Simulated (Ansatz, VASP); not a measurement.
# MnO2 in VASP and in Ansatz

```
Mn O
1.0
     2.92030    0.00000    0.00000
    -1.46015    2.52905    0.00000
     0.00000    0.00000    5.50702
Mn O
1 2
Direct
  0.00000 0.00000 0.00000
  0.33333 0.66667 0.17287
  0.66667 0.33333 0.83621
```

Alike in both runs: task single point; functional PBE; k mesh 10 × 10 × 6; occupations gaussian, width 0.05 eV; collinear spin; Hubbard terms Mn d U = 3.9 eV.

```csv
,VASP,Ansatz
version,VASP 6.6.1,Ansatz 0.2.0
potentials or method,"VASP PAW PBE potentials, release 64 (Mn_pv, O), cutoff 520 eV","scalar-relativistic, plane waves, PAW"
valence electrons in the cell,25,27
```

Ansatz gave:

* gap on the k mesh at the Fermi level (eV): 1.87
* least direct gap on the mesh (eV): 2.03
* pressure (GPa): 2.4
* traceless stress, the component that is largest in VASP (GPa): 0.66
* rms of the force components (eV/Å): 0.334
* net moment per atom (μB): 1.00
* size of the moment on the site where the two differ most (μB): 2.82

**Question.** Which values does VASP return?

**Answer.** gap on the k mesh at the Fermi level (eV): 1.88; least direct gap on the mesh (eV): 2.04; pressure (GPa): 2.9; traceless stress, the component that is largest in VASP (GPa): 0.72; rms of the force components (eV/Å): 0.365; net moment per atom (μB): 1.00; size of the moment on the site where the two differ most (μB): 3.22.

Site moments also hang on the region over which each program counts them. The programs project onto different local orbitals, so the same U acts differently, and such runs can settle in different states. Atom by atom the forces differ by 0.044 eV/Å (rms over components). VASP's potentials hold 25 valence electrons a cell and Ansatz's 27, so a difference there can come from the potentials and not from the codes.
